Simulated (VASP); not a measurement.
# Sb (Fm-3m) in VASP: notebook

Runs on Sb. Level: r2SCAN. Tasks: single point, relaxation of cell and atoms.

All numbers are computed with VASP 6.6.1; they aren't measurements. Logs are shortened: lines on timing, memory, paths and dates and some standing lists are left out, and cuts for length are marked.

**1. The cell of the first run**

It takes space group Fm-3m (No. 225, cubic). Conventional cell: a = 4.772 Å, b = 4.772 Å, c = 4.772 Å, α = 90.00°, β = 90.00°, γ = 90.00°. Sb (site symmetry m-3m) has 12 Sb at 3.37 Å within 4.4 Å.

**2. Single point, r2SCAN**

POSCAR reads:

```
Sb
1.0
    0.0000000000      2.3861340125      2.3861340125
    2.3861340125      0.0000000000      2.3861340125
    2.3861340125      2.3861340125      0.0000000000
Sb
1
Direct
    0.0000000000      0.0000000000      0.0000000000
```

INCAR.step1 reads:

```
ALGO     = Normal         # electronic algorithm
EDIFF    = 1E-4           # SCF threshold, eV
ENCUT    = 520            # plane-wave cutoff, eV
GGA      = PE             # functional
ISMEAR   = -1             # smearing method
LASPH    = True           # aspherical terms in the spheres
LCHARG   = False          # write CHGCAR
LREAL    = False          # projectors in reciprocal space
LWAVE    = True           # write WAVECAR
NBANDS   = 8              # bands
NELM     = 100            # most SCF steps
PREC     = Accurate       # precision mode
SIGMA    = 0.0469         # smearing width, eV
```

INCAR.step2 reads:

```
ALGO     = Normal         # electronic algorithm
EDIFF    = 1E-6           # SCF threshold, eV
ENCUT    = 520            # plane-wave cutoff, eV
ISIF     = 2              # what is computed and relaxed
ISMEAR   = -1             # smearing method
ISTART   = 1            
LASPH    = True           # aspherical terms in the spheres
LCHARG   = False          # write CHGCAR
LMIXTAU  = True         
LREAL    = False          # projectors in reciprocal space
LWAVE    = False          # write WAVECAR
METAGGA  = R2SCAN         # meta-GGA
NBANDS   = 8              # bands
NELM     = 100            # most SCF steps
PREC     = Accurate       # precision mode
SIGMA    = 0.0469         # smearing width, eV
```

KPOINTS reads:

```
k-points
0
Gamma
  13 13 13
```

Potentials or basis: VASP PAW PBE potentials, release 64 (Sb).

Run with:

```console
$ cat potpaw_PBE.64/Sb/POTCAR > POTCAR
$ cp INCAR.step1 INCAR
$ mpirun -np 1 vasp_std > vasp.out
$ cp INCAR.step2 INCAR
$ mpirun -np 1 vasp_std > vasp.out
```

OUTCAR:

```text
EDIFF = 1E-6
   ENCUT = 520
   ISIF = 2
   ISMEAR = -1
   ISTART = 1
   LASPH = True
   LREAL = False
   METAGGA = R2SCAN
   NELM = 100
   PREC = Accurate

 ion  position               nearest neighbor table
   1  0.000  0.000  0.000-

  LATTYP: Found a face centered cubic cell.
 ALAT       =     4.7722680250

  Lattice vectors:

 A1 = (   0.0000000000,   2.3861340125,   2.3861340125)
 A2 = (   2.3861340125,   0.0000000000,   2.3861340125)
 A3 = (   2.3861340125,   2.3861340125,   0.0000000000)

Analysis of symmetry for initial positions (statically):
=====================================================================
 Subroutine PRICEL returns:
 Original cell was already a primitive cell.

 Routine SETGRP: Setting up the symmetry group for a
 face centered cubic supercell.

 Subroutine GETGRP returns: Found 48 space group operations
 (whereof 48 operations were pure point group operations)
 out of a pool of 48 trial point group operations.

The static configuration has the point symmetry O_h .

Analysis of symmetry for dynamics (positions and initial velocities):
=====================================================================
 Subroutine PRICEL returns:
 Original cell was already a primitive cell.

 Routine SETGRP: Setting up the symmetry group for a
 face centered cubic supercell.

 Subroutine GETGRP returns: Found 48 space group operations
 (whereof 48 operations were pure point group operations)
 out of a pool of 48 trial point group operations.

The dynamic configuration has the point symmetry O_h .

 Subroutine INISYM returns: Found 48 space group operations
 (whereof 48 operations are pure point group operations),
 and found     1 'primitive' translations

----------------------------------------------------------------------------------------

                                     Primitive cell

  volume of cell :      27.1716

  direct lattice vectors                    reciprocal lattice vectors
     0.000000000  2.386134012  2.386134012    -0.209543973  0.209543973  0.209543973
     2.386134012  0.000000000  2.386134012     0.209543973 -0.209543973  0.209543973
     2.386134012  2.386134012  0.000000000     0.209543973  0.209543973 -0.209543973

  length of vectors
     3.374503082  3.374503082  3.374503082     0.362940807  0.362940807  0.362940807

[... 72 lines left out ...]
   ISPIN  =      1    spin polarized calculation?
   LNONCOLLINEAR =      F non collinear calculations
   LSORBIT =      F    spin-orbit coupling
   LASPH  =      T    aspherical Exc in radial PAW
   ENCUT  =  520.0 eV  38.22 Ry    6.18 a.u.   6.27  6.27  6.27*2*pi/ulx,y,z
   NELM   =    100;   NELMIN=  2; NELMDL=  0     # of ELM steps
   EDIFF  = 0.1E-05   stopping-criterion for ELM
   LREAL  =      F    real-space projection
   EDIFFG = 0.1E-04   stopping-criterion for IOM
   NSW    =      0    number of steps for IOM
   IBRION =     -1    ionic relax: 0-MD 1-quasi-New 2-CG
   NFREE  =      0    steps in history (QN), initial steepest desc. (CG)
   ISIF   =      2    stress and relaxation
   ISYM   =      2    0-nonsym 1-usesym 2-fastsym
   POTIM  = 0.5000    time-step for ionic-motion
   TEBEG  =    0.0;   TEEND  =   0.0 temperature during run
   PSTRESS=    0.0 pullay stress
   NELECT =       5.0000    total number of electrons
   NUPDOWN=      -1.0000    fix difference up-down
   EMIN   =  10.00;   EMAX   =-10.00  energy-range for DOS
   EFERMI =   0.00;   METHOD = LEGACY
   ISMEAR =    -1;   SIGMA  =   0.05  broadening in eV -4-tet -1-fermi 0-gaus
   EFERMI_NEDOS =   21; number of points for ismear=-14 and -15
   IALGO  =     38    algorithm
   IMIX   =      4    mixing-type and parameters
     AMIX     =   0.40;   BMIX     =  1.00
     AMIX_MAG =   1.60;   BMIX_MAG =  1.00
  volume/ion in A,a.u.               =      27.17       183.36
  Fermi-wavevector in a.u.,A,eV,Ry     =   0.931165  1.759647 11.797181  0.867068
  Thomas-Fermi vector in A             =   2.057630
   LORBIT       =      0    0 simple, 1 ext, 2 COOP (PROOUT), +10 PAW based schemes
   METAGGA = R2SCAN    functional components
   LHFCALC =     F    Hartree Fock is set to
   AEXX    =    0.0000 exact exchange contribution
   IVDW    =     0    specifies the selected vdW correction
   LEPSILON=     F    determine dielectric tensor
   LRPA    =     F    only Hartree local field effects (RPA)
 non-spin polarized calculation
  energy-cutoff  :      520.00
  volume of cell :       27.17
 maximum number of plane-waves:       748
 NGX is ok and might be reduce to    28
   NGX = 13   NGY = 13   NGZ = 13

 number of electron       5.0000000 magnetization

 Free energy of the ion-electron system (eV)
  ---------------------------------------------------
  ext. energy  EPLUGINS =         0.00000000
  ---------------------------------------------------
  free energy    TOTEN  =       -25.22674507 eV

  energy without entropy =      -25.22093614  energy(sigma->0) =      -25.22384060

 E-fermi :   8.3117     XC(G=0): -10.7878

 val. band max:        8.2827623146   @ k =   0.3077   0.1538   0.0769
 cond. band min:       8.3189974390   @ k =  -0.3846   0.4615   0.0769
 fundamental gap:      0.0362351245
 Fermi energy:         8.3116976671

 k-point     1 :       0.0000    0.0000    0.0000
  band No.  band energies     occupation
      1      -5.1579      2.00000
      2      13.9123      0.00000
      3      13.9123      0.00000
      4      13.9123      0.00000
      5      18.7397      0.00000
      6      18.7397      0.00000
      7      18.7397      0.00000
      8      19.3634      0.00000
[... 243 lines left out ...]
 k-point    24 :       0.4615    0.1538    0.0000
  band No.  band energies     occupation
      1      -1.5034      2.00000
      2       3.7231      2.00000
      3       9.8754      0.00000
      4      10.9019      0.00000
      5      15.4215      0.00000
      6      19.6179      0.00000
      7      19.9510      0.00000
      8      21.9795      0.00000

 [... further k-points ...]
[... 5 lines left out ...]
  --------------------------------------------------------------------------------------
  -------------------------------------------------------------------------------------
  Total       -0.0133016     -0.0133016     -0.0133016     -0.0000000      0.0000000      0.0000000
  in kB       -0.7843316     -0.7843316     -0.7843316     -0.0000000      0.0000000      0.0000000
  external PRESSURE =      -0.7843316 kB  Pullay stress =       0.0000000 kB

 VOLUME and BASIS-vectors are now :
 -----------------------------------------------------------------------------
  energy-cutoff  :      520.00
  volume of cell :       27.17
      direct lattice vectors                 reciprocal lattice vectors
     0.000000000  2.386134012  2.386134012    -0.209543973  0.209543973  0.209543973
     2.386134012  0.000000000  2.386134012     0.209543973 -0.209543973  0.209543973
     2.386134012  2.386134012  0.000000000     0.209543973  0.209543973 -0.209543973

 POSITION                                       TOTAL-FORCE (eV/Angst)
 -----------------------------------------------------------------------------------
      0.00000      0.00000      0.00000         0.000000      0.000000     -0.000000
 -----------------------------------------------------------------------------------
    total drift:                               -0.000000      0.000000     -0.000000

  FREE ENERGIE OF THE ION-ELECTRON SYSTEM (eV)
  ---------------------------------------------------
  free  energy   TOTEN  =       -25.2267450710 eV

  energy  without entropy=      -25.2209361363  energy(sigma->0) =      -25.22384060
```

OUTCAR.step1:

```text
EDIFF = 1E-4
   ENCUT = 520
   GGA = PE
   ISMEAR = -1
   LASPH = True
[... 479 lines left out ...]

 POSITION                                       TOTAL-FORCE (eV/Angst)
 -----------------------------------------------------------------------------------
      0.00000      0.00000      0.00000        -0.000000      0.000000      0.000000
 -----------------------------------------------------------------------------------
    total drift:                                0.000000     -0.000000     -0.000000

  FREE ENERGIE OF THE ION-ELECTRON SYSTEM (eV)
  ---------------------------------------------------
  free  energy   TOTEN  =        -3.8186314305 eV

  energy  without entropy=       -3.8131632452  energy(sigma->0) =       -3.81589734
```

Run time: 46 s. Hardware: 1 thread of AMD EPYC 9R45 (Zen 5), shared host; peak memory 0.14 GiB.

What came out:

| Property | Result |
| --- | --- |
| Free energy | -25.2267 eV |
| Pressure | -0.1 GPa |

Caveat: the PAW data sets were made with another functional, which shifts forces and pressure a little; spin-orbit coupling is left out, which moves the levels of the heavy elements.

**3. Relaxation of cell and atoms, r2SCAN**

This run uses another cell than the first one, of 24.59 Å³/atom, 0.905 times its volume.

POSCAR reads:

```
Sb
1.0
    0.0000000000      2.3079688100      2.3079688100
    2.3079688100      0.0000000000      2.3079688100
    2.3079688100      2.3079688100      0.0000000000
Sb
1
Direct
    0.0000000000      0.0000000000      0.0000000000
```

INCAR.step1 reads:

```
  PREC = Accurate
  ENCUT = 600
  ISMEAR = -1
  SIGMA = 0.0469
  LREAL = False
  LASPH = True
  NELM = 60
  GGA = PE
  ALGO = Normal
  EDIFF = 1E-4
  LWAVE = True
  LCHARG = False
```

INCAR.step2 reads:

```
  PREC = Accurate
  ENCUT = 600
  EDIFF = 1E-7
  ISMEAR = -1
  SIGMA = 0.0469
  LREAL = False
  LASPH = True
  NELM = 60
  ALGO = Normal
  ISIF = 3
  LWAVE = False
  LCHARG = False
  METAGGA = R2SCAN
  LMIXTAU = True
  IBRION = 2
  NSW = 60
  EDIFFG = -0.03
  ISTART = 1
```

KPOINTS reads:

```
regular mesh
0
Gamma
  13 13 13
```

Potentials or basis: VASP PAW PBE potentials, release 64 (Sb).

Run with:

```console
$ cat potpaw_PBE.64/Sb/POTCAR > POTCAR
$ cp INCAR.step1 INCAR
$ mpirun -np 1 vasp_std > vasp.out
$ cp INCAR.step2 INCAR
$ mpirun -np 1 vasp_std > vasp.out
```

OUTCAR:

```text
PREC = Accurate
   ENCUT = 600
   EDIFF = 1E-7
   ISMEAR = -1
   LREAL = False
   LASPH = True
   NELM = 60
   ISIF = 3
   METAGGA = R2SCAN
   IBRION = 2
   NSW = 60
   EDIFFG = -0.03
   ISTART = 1

 ion  position               nearest neighbor table
   1  0.000  0.000  0.000-

  LATTYP: Found a face centered cubic cell.
 ALAT       =     4.6159376200

  Lattice vectors:

 A1 = (   0.0000000000,   2.3079688100,   2.3079688100)
 A2 = (   2.3079688100,   0.0000000000,   2.3079688100)
 A3 = (   2.3079688100,   2.3079688100,   0.0000000000)

Analysis of symmetry for initial positions (statically):
=====================================================================
 Subroutine PRICEL returns:
 Original cell was already a primitive cell.

 Routine SETGRP: Setting up the symmetry group for a
 face centered cubic supercell.

 Subroutine GETGRP returns: Found 48 space group operations
 (whereof 48 operations were pure point group operations)
 out of a pool of 48 trial point group operations.

The static configuration has the point symmetry O_h .

Analysis of symmetry for dynamics (positions and initial velocities):
=====================================================================
 Subroutine PRICEL returns:
 Original cell was already a primitive cell.

 Routine SETGRP: Setting up the symmetry group for a
 face centered cubic supercell.

 Subroutine GETGRP returns: Found 48 space group operations
 (whereof 48 operations were pure point group operations)
 out of a pool of 48 trial point group operations.

The dynamic configuration has the point symmetry O_h .

 Subroutine INISYM returns: Found 48 space group operations
 (whereof 48 operations are pure point group operations),
 and found     1 'primitive' translations

----------------------------------------------------------------------------------------
[... 116 lines left out ...]
   METAGGA = R2SCAN    functional components
   LHFCALC =     F    Hartree Fock is set to
   AEXX    =    0.0000 exact exchange contribution
   IVDW    =     0    specifies the selected vdW correction
   LEPSILON=     F    determine dielectric tensor
   LRPA    =     F    only Hartree local field effects (RPA)
 conjugate gradient relaxation of ions
 non-spin polarized calculation
  energy-cutoff  :      600.00
  volume of cell :       24.59
 maximum number of plane-waves:       869
 NGX is ok and might be reduce to    28
   NGX = 13   NGY = 13   NGZ = 13

--------------------------------------- Ionic step        1  -------------------------------------------

 number of electron       5.0000000 magnetization

 Free energy of the ion-electron system (eV)
  ---------------------------------------------------
  ext. energy  EPLUGINS =         0.00000000
  ---------------------------------------------------
  free energy    TOTEN  =       -25.17406674 eV

  energy without entropy =      -25.16974883  energy(sigma->0) =      -25.17190779

------------------------ aborting loop because EDIFF is reached ----------------------------------------

  FORCE on cell =-STRESS in cart. coord.  units (eV):
  Direction    XX          YY          ZZ          XY          YZ          ZX
  --------------------------------------------------------------------------------------
  -------------------------------------------------------------------------------------
  Total        1.1264396      1.1264396      1.1264396      0.0000000      0.0000000      0.0000000
  in kB       73.4004473     73.4004473     73.4004473      0.0000000      0.0000000      0.0000000
  external PRESSURE =      73.4004473 kB  Pullay stress =       0.0000000 kB
[... 57 lines left out ...]
--------------------------------------- Ionic step        3  -------------------------------------------

 number of electron       5.0000000 magnetization

 Free energy of the ion-electron system (eV)
  ---------------------------------------------------
  ext. energy  EPLUGINS =         0.00000000
  ---------------------------------------------------
  free energy    TOTEN  =       -25.22670745 eV

  energy without entropy =      -25.22087923  energy(sigma->0) =      -25.22379334

 E-fermi :   8.3379     XC(G=0): -10.7971

 val. band max:        8.3108495124   @ k =   0.3077   0.1538   0.0769
 cond. band min:       8.3433425153   @ k =  -0.3846   0.4615   0.0769
 fundamental gap:      0.0324930028
 Fermi energy:         8.3379122248

 k-point     1 :       0.0000    0.0000    0.0000
  band No.  band energies     occupation
      1      -5.1485      2.00000
      2      13.9527      0.00000
      3      13.9527      0.00000
      4      13.9527      0.00000
      5      18.7711      0.00000
      6      18.7711      0.00000
[... 199 lines left out ...]
 k-point    24 :       0.4615    0.1538    0.0000
  band No.  band energies     occupation
      1      -1.4851      2.00000
      2       3.7403      2.00000
      3       9.9056      0.00000
      4      10.9331      0.00000
      5      15.4481      0.00000
      6      19.6580      0.00000

 [... further k-points ...]
[... 5 lines left out ...]
  --------------------------------------------------------------------------------------
  -------------------------------------------------------------------------------------
  Total        0.0069304      0.0069304      0.0069304      0.0000000     -0.0000000      0.0000000
  in kB        0.4094506      0.4094506      0.4094506      0.0000000     -0.0000000      0.0000000
  external PRESSURE =       0.4094506 kB  Pullay stress =       0.0000000 kB
[... 16 lines left out ...]
  FREE ENERGIE OF THE ION-ELECTRON SYSTEM (eV)
  ---------------------------------------------------
  free  energy   TOTEN  =       -25.2267074546 eV

  energy  without entropy=      -25.2208792328  energy(sigma->0) =      -25.22379334

 reached required accuracy - stopping structural energy minimisation
```

OSZICAR.step1:

```text
N       E                     dE             d eps       ncg     rms          rms(c)
DAV:   1     0.942195236615E+01    0.94220E+01   -0.18460E+03  1020   0.625E+02
DAV:   2    -0.356472042515E+01   -0.12987E+02   -0.12428E+02  1470   0.803E+01
DAV:   3    -0.375850627029E+01   -0.19379E+00   -0.18997E+00  1194   0.105E+01
DAV:   4    -0.375931277273E+01   -0.80650E-03   -0.80607E-03  1410   0.847E-01
DAV:   5    -0.375931663618E+01   -0.38634E-05   -0.38651E-05  1236   0.452E-02    0.201E+00
DAV:   6    -0.375589600747E+01    0.34206E-02   -0.12334E-03  1260   0.255E-01    0.116E+00
DAV:   7    -0.375389372601E+01    0.20023E-02   -0.27350E-03  1128   0.378E-01    0.446E-02
DAV:   8    -0.375389481051E+01   -0.10845E-05   -0.32157E-05   792   0.615E-02
   1 F= -.37538948E+01 E0= -.37512563E+01  d E =-.527708E-02
```

Wall time 2.2 min (1 thread of AMD EPYC 9R45 (Zen 5), shared host); peak memory 0.14 GiB.

Results:

```yaml
Free_energy: -25.2267 eV
Relaxed_volume: 27.12 Å³/atom
Relaxed_cell: a = 3.372 Å, b = 3.372 Å, c = 3.372 Å, α = 60.00°, β = 60.00°, γ = 60.00°
Space_group_after_relaxing_to_0.05_Å: Fm-3m (No. 225)
Energy_gained_by_relaxing: 52.6 meV/atom
Ionic_steps: 3
Pressure_after_relaxing: 0.0 GPa
```

The path:
| step | energy change (eV) | largest force (eV/Å) | pressure (GPa) | volume (Å³) |
| --- | --- | --- | --- | --- |
| 1 | 0.0000 | 0.0000 | 7.34 | 24.59 |
| 2 | -0.0350 | 0.0000 | -3.20 | 28.82 |
| 3 | -0.0526 | 0.0000 | 0.04 | 27.12 |

Final structure:
```
Sb
1.0
     0.00000    2.38458    2.38458
     2.38458    0.00000    2.38458
     2.38458    2.38458    0.00000
Sb
1
Cartesian
  0.0000 0.0000 0.0000
```

Levels at points of the mesh, in eV from the Fermi level:
| k point | band 1 | band 2 | band 3 | band 4 | band 5 | band 6 |
| --- | --- | --- | --- | --- | --- | --- |
| (0.00, 0.00, 0.00) | -13.49 | 5.61 | 5.61 | 5.61 | 10.43 | 10.43 |

Caveat: the PAW data sets were made with another functional, which shifts forces and pressure a little; spin-orbit coupling is left out, which moves the levels of the heavy elements; the volume moved by +10 % from the deposited cell, more than functionals usually miss.
